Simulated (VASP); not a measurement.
Co:

```
Co
1.0
     2.43717    0.00000    0.00000
    -1.21859    2.11065    0.00000
     0.00000    0.00000    7.97892
Co
4
Direct
  0.66667 0.33333 0.75000
  0.00000 0.00000 0.50000
  0.33333 0.66667 0.25000
  0.00000 0.00000 0.00000
```

Base run:

```yaml
Program: VASP 6.6.1
Functional: revPBE
Potentials_or_basis: VASP PAW PBE potentials, release 64 (Co)
Cutoff: 520 eV
k_mesh: 12 × 12 × 4
Occupations: fermi-dirac, width 0.05 eV
Spin: collinear spin, ferromagnetic start
Starting_moments: "[2.0, 2.0, 2.0, 2.0] μB"
```

Its results: pressure 18.3 GPa; net moment 6.42 μB per cell; site moments Co +1.62, +1.60 (each value once) μB.

Problem. The run is repeated on the same cell with these changes: functional from revPBE to b88 exchange, pbe correlation; cutoff from 520 eV to 600 eV. What comes out?

Solution. Pressure 12.8 GPa; net moment 6.32 μB per cell; site moments Co +1.60, +1.57 (each value once) μB.

Caveats: the cell stands under pressure; the PAW data sets were made with another functional, which shifts forces and pressure a little.
